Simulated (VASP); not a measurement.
Here is a VASP 6.6.1 calculation.

File INCAR:

```
SYSTEM = NaCrH8N2F6
PREC     = Accurate       ! precision mode
ENCUT    = 520            ! plane-wave cutoff, eV
EDIFF    = 1E-7           ! SCF threshold, eV
ISMEAR   = -1             ! smearing method
SIGMA    = 0.05           ! smearing width, eV
LREAL    = Auto         
LASPH    = .True.         ! aspherical terms in the spheres
NELM     = 150            ! most SCF steps
ALGO     = Normal         ! electronic algorithm
ISIF     = 2              ! what is computed and relaxed
LWAVE    = .False.        ! write WAVECAR
LCHARG   = .False.        ! write CHGCAR
ISPIN    = 2              ! spin polarisation
MAGMOM   = 0 1.5 0 0 0 0 0 0 0 0 0 0 0 0 0 0 0 0 ! initial moments
LORBIT   = 11             ! projections on sites
LMAXMIX  = 4              ! l up to which the mixer works
GGA      = CA             ! functional
NBANDS   = 58             ! bands
```

Contents of KPOINTS:

```
regular mesh
0
Gamma
  2 2 2
  0 0 0
```

POSCAR

```
NaCrH8N2F6
1.0
    0.0000000000      4.3612810000      4.3612810000
    4.3612810000      0.0000000000      4.3612810000
    4.3612810000      4.3612810000      0.0000000000
Na Cr H N F
1 1 8 2 6
Direct
    0.5086578920      0.4735764561      0.5097355571
   -0.0068672484      0.0137230323      0.0085410686
    0.2144324110      0.2268828814      0.0957975421
    0.1452898816      0.4783342325      0.2025207731
    0.1416097702      0.1672215113      0.4070822311
    0.4419458411      0.1873188176      0.1452898816
    0.6560916391      0.6547158965      0.8705928373
    0.8243105638      0.8679445328      0.6551859419
    0.8348120655      0.6897170808      0.5287322693
    1.0034093194      0.5364364277      0.7590545072
    0.2265848039      0.2926433770      0.2035640446
    0.8367037116      0.6801671344      0.7163950225
    0.7473263016      0.2098236734      0.8182916900
    0.1732059915      0.8057953615      0.7699114091
    0.7969447509      0.7442767389      0.2655871062
    0.2344380011      0.2369601959      0.7733163720
    0.2369028733      0.7457900557      0.2168628896
    0.7589283974      0.2820043010      0.1976712805
```

Potentials or basis: VASP PAW LDA potentials, release 64 (Na_pv, Cr_pv, H, N, F).

The run is started by

```bash
$ cat potpaw_LDA.64/Na_pv/POTCAR potpaw_LDA.64/Cr_pv/POTCAR potpaw_LDA.64/H/POTCAR potpaw_LDA.64/N/POTCAR potpaw_LDA.64/F/POTCAR > POTCAR
$ mpirun -np 1 vasp_std > vasp.out
```

(1) What does it give for the band gap on the k mesh?

(2) What does it give for the net moment?

Results:

(1) 1.33 eV, indirect (least direct gap 1.42 eV).

(2) 3.00 μB per cell.

Caveat: the k points lie up to 0.62 Å⁻¹ apart; a cell with one magnetic atom can't hold antiferromagnetic order, which such compounds often take; forces of over 1 eV/Å act on the atoms, so gaps and moduli don't describe the material at rest.
